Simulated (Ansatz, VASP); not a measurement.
One calculation of Pt, two programs

The input POSCAR:

```
Pt
1.0
    4.5600085179      0.0000000000      0.0000000000
   -2.2800042589      3.9490832179      0.0000000000
    0.0000000000      0.0000000000      2.7170717454
Pt
3
Direct
    1.0000000000      0.0000000000      1.0000000000
    0.3333333333      0.6666666667      0.5000000000
    0.6666666667      0.3333333333      0.5000000000
```

Contents of INCAR.step1:

```
PREC = Accurate ; ENCUT = 520
ISMEAR = -1 ; SIGMA = 0.1
LREAL = False ; LASPH = True
NELM = 80 ; NBANDS = 22
GGA = PE ; ALGO = Normal
EDIFF = 1E-4 ; LWAVE = True
LCHARG = False
```

Contents of INCAR.step2:

```
PREC = Accurate ; ENCUT = 520
EDIFF = 1E-7 ; ISMEAR = -1
SIGMA = 0.1 ; LREAL = False
LASPH = True ; NELM = 80
ALGO = Normal ; ISIF = 2
LWAVE = False ; LCHARG = False
METAGGA = R2SCAN ; LMIXTAU = True
NBANDS = 22 ; ISTART = 1
```

Contents of KPOINTS:

```
Automatic mesh
0
Gamma
  9 9 13
```

Input for Ansatz:

```yaml
crystal:
  lattice:
    - [4.5600085179, 0.0, 0.0]
    - [-2.2800042589, 3.9490832179, 0.0]
    - [0.0, 0.0, 2.7170717454]
  atoms:
    - { symbol: Pt, position: [1.0, 0.0, 1.0] }
    - { symbol: Pt, position: [0.3333333333, 0.6666666667, 0.5] }
    - { symbol: Pt, position: [0.6666666667, 0.3333333333, 0.5] }
hamiltonian:
  xc: r2scan
  pseudopotentials:
    kind: paw
    azcp:
      Pt: "pseudopotentials/Pt.paw.azcp"
basis:
  ecutwfc: 500
  fft_grid_basis: typed
kpoints:
  mp_grid: { grid: [9, 9, 13], shift: [0, 0, 0] }
magnetization:
  spin_polarized: false
scf:
  occupations: { method: fermi_dirac, width: 0.1 }
  lower_state_search: "off"
output:
  stress: true
  write_density: true
  write_potential: true
  elf: true
  volumetric_format: npy
```

Alike in both runs: task single point; functional r2SCAN; k mesh 9 × 9 × 13; occupations fermi-dirac, width 0.1 eV; no spin polarisation.

```csv
,VASP,Ansatz
version,VASP 6.6.1,Ansatz 0.2.0
potentials or method,"VASP PAW PBE potentials, release 64 (Pt), cutoff 520 eV","plane waves (500 eV) with PAW, scalar-relativistic"
valence electrons in the cell,30,54
```

```csv
,VASP,Ansatz,Ansatz less VASP
pressure (GPa),-8.5,-9.0,-0.42
"traceless stress, the component that is largest in VASP (GPa)",0.36,0.29,-0.077
```

VASP's potentials were made for PBE, not for r2SCAN. VASP's potentials hold 30 valence electrons a cell and Ansatz's 54, so a difference there can come from the potentials and not from the codes.

Spin-orbit coupling is off throughout.
